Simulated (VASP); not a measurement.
Set up this calculation in VASP 6.6.1, as the native input.

* Task: single point
* Functional: PBE
* Potentials or basis: VASP PAW PBE potentials, release 64 (F, Na_pv, Br)
* Cutoff: 600 eV
* k mesh: 4 × 4 × 2
* Occupations: gaussian, width 0.01 eV
* Spin: no spin polarisation
* Dipole correction: no
* Further INCAR settings: ALGO = Normal; EDIFF = 1e-06; NBANDS = 22

The structure of Na2BrF lies in POSCAR:

```
Na2BrF
1.0
    3.8886856644      0.0000000000      0.0000000000
    0.0000000000      3.8886856644      0.0000000000
    0.0000000000      0.0000000000      5.4305677961
F Na Br
1 2 1
Direct
    0.0000000000      0.0000000000      0.0000000000
    0.0000000000      0.0000000000      0.5000000000
    0.5000000000      0.5000000000      0.0000000000
    0.5000000000      0.5000000000      0.5000000000
```

The input as run:

INCAR

```
ALGO = Normal
EDIFF = 1E-6
ENCUT = 600
GGA = PE
GGA_COMPAT = False
ISIF = 2
ISMEAR = 0
LASPH = True
LCHARG = False
LREAL = False
LWAVE = False
NBANDS = 22
NELM = 120
PREC = Accurate
SIGMA = 0.01
```

KPOINTS

```
k-points
0
Gamma
  4 4 2
```

Potentials or basis: VASP PAW PBE potentials, release 64 (F, Na_pv, Br).

Run with:

```bash
$ cat potpaw_PBE.64/F/POTCAR potpaw_PBE.64/Na_pv/POTCAR potpaw_PBE.64/Br/POTCAR > POTCAR
$ mpirun -np 1 vasp_std > vasp.out
```

It gave:

```
Pressure               : 1.3 GPa
Band gap on the k mesh : 4.62 eV
```

Caveat: the k points lie up to 0.58 Å⁻¹ apart.

Run time: 15 s on 1 thread of Intel(R) Xeon(R) Platinum 8488C (Sapphire Rapids), with other jobs on the host, peak memory 0.22 GiB.
